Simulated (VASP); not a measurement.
The system is CoO.

```
Co O
1.0
     0.00000    2.10269    2.10269
     2.10269    0.00000    2.10269
     2.10269    2.10269    0.00000
Co O
1 1
Direct
  0.00000 0.00000 0.00000
  0.50000 0.50000 0.50000
```

Base run:

| Item | Value |
| --- | --- |
| Program | VASP 6.6.1 |
| Functional | BLYP |
| Dispersion | D3(BJ) |
| Potentials or basis | VASP PAW PBE potentials, release 64 (Co_sv, O) |
| Cutoff | 600 eV |
| k mesh | 11 × 11 × 11 |
| Occupations | fermi-dirac, width 0.05 eV |
| Spin | collinear spin, ferromagnetic start |
| Starting moments | [2.0, 0.0] μB |

Its results: pressure -0.6 GPa; net moment 2.48 μB per cell; site moments Co +2.19; O +0.20 μB.

Task: The run is repeated on the same cell with these changes: functional from BLYP to revPBE; dispersion from D3(BJ) to none. What comes out?

Result: Pressure 7.3 GPa; net moment 2.85 μB per cell; site moments Co +2.48; O +0.28 μB.

Several settings changed at once, so the effect can't be laid on one alone.

Caveats: the PAW data sets were made with another functional, which shifts forces and pressure a little; a cell with one magnetic atom can't hold antiferromagnetic order, which such compounds often take; pairwise dispersion overbinds metals, which lowers pressure and volume (some runs).
